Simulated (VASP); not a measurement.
# EuO (Fm-3m) in VASP: single point with LDA+U

Aim: the single point of EuO with LDA+U.

Everything below comes from runs of VASP 6.6.1. Logs are shortened: lines on timing, memory, paths and dates and some standing lists are left out, and cuts for length are marked.

### Step 1. The cell of the first run

Symmetry: Fm-3m, No. 225, cubic system. Conventional cell: a = 5.144 Å, b = 5.144 Å, c = 5.144 Å, α = 90.00°, β = 90.00°, γ = 90.00°. Eu (site symmetry m-3m) has 6 O at 2.57 Å within 3.4 Å. Within 3.4 Å of O (site symmetry m-3m) lie 6 Eu at 2.57 Å.

### Step 2. Single point, LDA+U, collinear spin, ferromagnetic start

INCAR reads:

```
  PREC = Accurate
  ENCUT = 600
  EDIFF = 1E-6
  ISMEAR = 0
  SIGMA = 0.05
  LREAL = False
  LASPH = True
  NELM = 200
  ALGO = Normal
  ISIF = 2
  LWAVE = False
  LCHARG = False
  ISPIN = 2
  MAGMOM = 7.41 -0.08
  LORBIT = 11
  LMAXMIX = 6
  LDAU = True
  LDAUTYPE = 1
  LDAUL = 3 -1
  LDAUU = 6 0
  LDAUJ = 0.7 0
  LDAUPRINT = 1
  GGA = CA
  NBANDS = 22
  GGA_COMPAT = False
```

KPOINTS reads:

```
Automatic mesh
0
Gamma
  6 6 6
```

POSCAR reads:

```
EuO
1.0
    0.0000000000      2.5719519700      2.5719519700
    2.5719519700      0.0000000000      2.5719519700
    2.5719519700      2.5719519700      0.0000000000
Eu O
1 1
Direct
    0.5000000000      0.5000000000      0.5000000000
    0.0000000000      0.0000000000      0.0000000000
```

Potentials or basis: VASP PAW PBE potentials, release 64 (Eu, O).

Launch:

```sh
cat potpaw_PBE.64/Eu/POTCAR potpaw_PBE.64/O/POTCAR > POTCAR
mpirun -np 1 vasp_std > vasp.out
```

OUTCAR:

```text
PREC = Accurate
   ENCUT = 600
   EDIFF = 1E-6
   ISMEAR = 0
   LREAL = False
   LASPH = True
   NELM = 200
   ISIF = 2
   ISPIN = 2
   LORBIT = 11
   GGA = CA

 ion  position               nearest neighbor table
   1  0.500  0.500  0.500-   2 2.57   2 2.57   2 2.57   2 2.57   2 2.57   2 2.57
   2  0.000  0.000  0.000-   1 2.57   1 2.57   1 2.57   1 2.57   1 2.57   1 2.57

  LATTYP: Found a face centered cubic cell.
 ALAT       =     5.1439039400

  Lattice vectors:

 A1 = (   0.0000000000,   2.5719519700,   2.5719519700)
 A2 = (   2.5719519700,   0.0000000000,   2.5719519700)
 A3 = (   2.5719519700,   2.5719519700,   0.0000000000)

Analysis of symmetry for initial positions (statically):
=====================================================================
 Subroutine PRICEL returns:
 Original cell was already a primitive cell.

 Routine SETGRP: Setting up the symmetry group for a
 face centered cubic supercell.

 Subroutine GETGRP returns: Found 48 space group operations
 (whereof 48 operations were pure point group operations)
 out of a pool of 48 trial point group operations.

The static configuration has the point symmetry O_h .

Analysis of symmetry for dynamics (positions and initial velocities):
=====================================================================
 Subroutine PRICEL returns:
 Original cell was already a primitive cell.

 Routine SETGRP: Setting up the symmetry group for a
 face centered cubic supercell.

 Subroutine GETGRP returns: Found 48 space group operations
 (whereof 48 operations were pure point group operations)
 out of a pool of 48 trial point group operations.

The dynamic configuration has the point symmetry O_h .

Analysis of structural, dynamic, and magnetic symmetry:
=====================================================================
 Subroutine PRICEL returns:
 Original cell was already a primitive cell.

 Routine SETGRP: Setting up the symmetry group for a
 face centered cubic supercell.

 Subroutine GETGRP returns: Found 48 space group operations
 (whereof 48 operations were pure point group operations)
[... 172 lines left out ...]
  o =  0.9661  v = -0.7906  0.0000 -0.6124  0.0000  0.0000 -0.0000  0.0000  0.0000  0.0000  0.0000  0.0000  0.0000  0.0000  0.0000      0.0000  0.0000  0.0000  0.0000  0.0000  0.0000  0.0000  0.0000  0.0000  0.0000  0.0000  0.0000  0.0000  0.0000
  o =  0.9731  v =  0.0000  0.0000  0.0000  0.0000  0.7906  0.0060  0.6124  0.0000  0.0000  0.0000  0.0000  0.0000  0.0000  0.0000      0.0000  0.0000  0.0000  0.0000  0.0000  0.0000  0.0000  0.0000  0.0000  0.0000  0.0000  0.0000  0.0000  0.0000
  o =  0.9731  v = -0.6124 -0.0000  0.7906 -0.0000 -0.0000  0.0000 -0.0000  0.0000  0.0000  0.0000  0.0000  0.0000  0.0000  0.0000      0.0000  0.0000  0.0000  0.0000  0.0000  0.0000  0.0000  0.0000  0.0000  0.0000  0.0000  0.0000  0.0000  0.0000
  o =  0.9731  v =  0.0000 -0.0000 -0.0000 -0.0000 -0.0048  1.0000 -0.0037  0.0000  0.0000  0.0000  0.0000  0.0000  0.0000  0.0000      0.0000  0.0000  0.0000  0.0000  0.0000  0.0000  0.0000  0.0000  0.0000  0.0000  0.0000  0.0000  0.0000  0.0000

 number of electron      22.9999999 magnetization       7.0000037

 Free energy of the ion-electron system (eV)
  ---------------------------------------------------
  ext. energy  EPLUGINS =         0.00000000
  ---------------------------------------------------
  free energy    TOTEN  =       -22.17692765 eV

  energy without entropy =      -22.17670139  energy(sigma->0) =      -22.17681452

 E-fermi :   3.4370     XC(G=0): -11.2850

 val. band max:        3.3695392363   @ k =   0.1667   0.1667   0.0000
 cond. band min:       3.4794122331   @ k =   0.0000   0.0000   0.0000
 fundamental gap:      0.1098729968
 Fermi energy:         3.4369821175

 spin component 1

 k-point     1 :       0.0000    0.0000    0.0000
  band No.  band energies     occupation
      1     -36.1620      1.00000
      2     -14.8432      1.00000
      3     -14.8432      1.00000
      4     -14.8432      1.00000
      5     -14.0664      1.00000
      6       0.2673      1.00000
[... 389 lines left out ...]
     21      13.1152      0.00000
     22      14.0745      0.00000
 Fermi energy:         3.4369821175

 spin component 2

 k-point     1 :       0.0000    0.0000    0.0000
  band No.  band energies     occupation
      1     -33.3593      1.00000
      2     -14.1116      1.00000
      3     -12.6822      1.00000
      4     -12.6822      1.00000
      5     -12.6822      1.00000
      6       0.6413      1.00000
[... 389 lines left out ...]
     21      14.4755      0.00000
     22      15.5149      0.00000

------------------------ aborting loop because EDIFF is reached ----------------------------------------

  FORCE on cell =-STRESS in cart. coord.  units (eV):
  Direction    XX          YY          ZZ          XY          YZ          ZX
  --------------------------------------------------------------------------------------
  -------------------------------------------------------------------------------------
  Total       -1.6488691     -1.6488691     -1.6488691      0.0000000     -0.0000000      0.0000000
  in kB      -77.6386919    -77.6386919    -77.6386919      0.0000000     -0.0000000      0.0000000
  external PRESSURE =     -77.6386919 kB  Pullay stress =       0.0000000 kB

 VOLUME and BASIS-vectors are now :
 -----------------------------------------------------------------------------
  energy-cutoff  :      600.00
  volume of cell :       34.03
      direct lattice vectors                 reciprocal lattice vectors
     0.000000000  2.571951970  2.571951970    -0.194404875  0.194404875  0.194404875
     2.571951970  0.000000000  2.571951970     0.194404875 -0.194404875  0.194404875
     2.571951970  2.571951970  0.000000000     0.194404875  0.194404875 -0.194404875

 POSITION                                       TOTAL-FORCE (eV/Angst)
 -----------------------------------------------------------------------------------
      2.57195      2.57195      2.57195        -0.000000      0.000000      0.000000
      0.00000      0.00000      0.00000         0.000000      0.000000     -0.000000
 -----------------------------------------------------------------------------------
    total drift:                                0.000000     -0.000000      0.000000

  FREE ENERGIE OF THE ION-ELECTRON SYSTEM (eV)
  ---------------------------------------------------
  free  energy   TOTEN  =       -22.1769276490 eV

  energy  without entropy=      -22.1767013906  energy(sigma->0) =      -22.17681452

 total charge

# of ion       s       p       d       f       tot
--------------------------------------------------
    1        2.025   5.734   0.320   6.784  14.863
    2        1.538   3.377   0.000   0.000   4.914
--------------------------------------------------
tot          3.563   9.111   0.320   6.784  19.777

 magnetization (x)

# of ion       s       p       d       f       tot
--------------------------------------------------
    1       -0.009  -0.086   0.076   6.749   6.730
    2       -0.005  -0.079   0.000   0.000  -0.084
--------------------------------------------------
tot         -0.014  -0.165   0.076   6.749   6.646
```

Run time: 29 s. Hardware: 1 thread of AMD EPYC 7R13 (Zen 3), shared host; peak memory 0.15 GiB.

What came out:

```yaml
Free_energy: -22.1769 eV
Pressure: -7.8 GPa
Band_gap_on_the_k_mesh: zero (filled and empty bands overlap)
Net_moment: 7.00 μB per cell
Site_moments: Eu +6.73; O -0.08 μB
Valence_electrons_inside_the_program's_atomic_spheres: Eu 14.86; O 4.91
```

Levels at points of the mesh, in eV from the Fermi level:
Spin up:
| k point | band 13 | band 14 | band 15 | band 16 | band 17 | band 18 |
| --- | --- | --- | --- | --- | --- | --- |
| (0.00, 0.00, 0.00) | 0.04 | 0.04 | 0.04 | 0.68 | 2.66 | 2.66 |
| (0.50, 0.00, 0.00) | -0.45 | -0.44 | -0.42 | 3.28 | 5.45 | 5.45 |
| (0.50, 0.50, 0.00) | -0.42 | -0.30 | -0.12 | -0.12 | 4.46 | 6.84 |
Spin down:
| k point | band 5 | band 6 | band 7 | band 8 | band 9 | band 10 | band 11 | band 12 |
| --- | --- | --- | --- | --- | --- | --- | --- | --- |
| (0.00, 0.00, 0.00) | -16.12 | -2.80 | -2.80 | -2.80 | 1.27 | 3.51 | 3.51 | 3.51 |
| (0.50, 0.00, 0.00) | -14.95 | -4.97 | -3.97 | -3.97 | 3.78 | 5.85 | 6.37 | 6.37 |
| (0.50, 0.50, 0.00) | -16.58 | -2.86 | -2.75 | -2.75 | 0.40 | 5.24 | 7.21 | 7.99 |

Eigenvalues of the final occupation matrices:
```tsv
site	spin	trace	eigenvalues
site 1 f	1	6.77	0.96 0.97 0.97 0.97 0.97 0.97 0.97
site 1 f	2	0.02	0.00 0.00 0.00 0.00 0.00 0.00 0.00
```

Caveat: the cell stands under tension; the PAW data sets were made with another functional, which shifts forces and pressure a little; spin-orbit coupling is left out, which moves the levels of the heavy elements; a cell with one magnetic atom can't hold antiferromagnetic order, which such compounds often take. The state reached can hang on the start; a lower one may exist.
